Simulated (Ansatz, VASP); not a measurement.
## One calculation of Cu, two programs

```
Cu
1.0
     0.05423    1.83461    1.83461
     1.83461    0.05423    1.83461
     1.83461    1.83461    0.05423
Cu
1
Cartesian
  0.0000 0.0000 0.0000
```

Change from the starting cell: equal xy, yz and zx shear strains of +3 %.

Alike in both runs: task single point; functional PBE; k mesh 19 × 19 × 19; occupations fermi-dirac, width 0.08 eV; no spin polarisation.

|  | VASP | Ansatz |
| --- | --- | --- |
| version | VASP 6.6.1 | Ansatz 0.2.0 |
| potentials or method | VASP PAW PBE potentials, release 64 (Cu), cutoff 520 eV | all-electron LAPW, scalar-relativistic |

```tsv
	VASP	Ansatz	Ansatz less VASP
pressure (GPa)	2.7	2.2	-0.57
traceless stress, the component that is largest in VASP (GPa)	-2.40	-2.43	-0.023
```

Ansatz ran all-electron here, and VASP with PAW potentials.
